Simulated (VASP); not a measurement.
**O2: single point with PBE**

The system is O2, in a box.

```xyz
2
Lattice="11.0000 0.0000 0.0000 0.0000 11.5000 0.0000 0.0000 0.0000 12.0000" Properties=species:S:1:pos:R:3 pbc="T T T"
O     5.5000    5.7500    5.4000
O     5.5000    5.7500    6.6240
```

```
Program                : VASP 6.6.1
Task                   : single point
Functional             : PBE
Potentials or basis    : VASP PAW PBE potentials, release 64 (O)
Cutoff                 : 520 eV
k mesh                 : 1 × 1 × 1
Occupations            : fermi-dirac, width 0.1 eV
Spin                   : collinear spin, ferromagnetic start
Starting moments       : [1.0, 1.0] μB
Dipole correction      : no
Further INCAR settings : ALGO = Normal; EDIFF = 1e-06; NBANDS = 17
```

```json
{"Largest force": "0.685 eV/Å", "Gap between the frontier levels": "2.31 eV", "Net moment": "2.00 μB per cell", "Site moments": "O +0.81 μB", "Valence electrons inside the program's atomic spheres": "O 4.90"}
```

Forces on the atoms (eV/Å):
```
O    0.000  0.000 -0.685
O    0.000  0.000  0.685
```

Levels at points of the mesh, in eV from the valence-band top:
Spin up:
```tsv
k point	band 4	band 5	band 6	band 7	band 8	band 9	band 10	band 11
(0.00, 0.00, 0.00)	-6.46	-6.46	0.00	0.00	6.60	7.46	7.62	7.73
```
Spin down:
| k point | band 2 | band 3 | band 4 | band 5 | band 6 | band 7 | band 8 | band 9 |
| --- | --- | --- | --- | --- | --- | --- | --- | --- |
| (0.00, 0.00, 0.00) | -11.87 | -5.61 | -4.60 | -4.60 | 2.31 | 2.31 | 6.70 | 7.65 |

Run time: 7.9 min on 1 thread of Intel Xeon 8259CL, on a shared host, peak memory 1.5 GiB.

Caveat: the standard files for N, O and F lose accuracy on very short bonds.
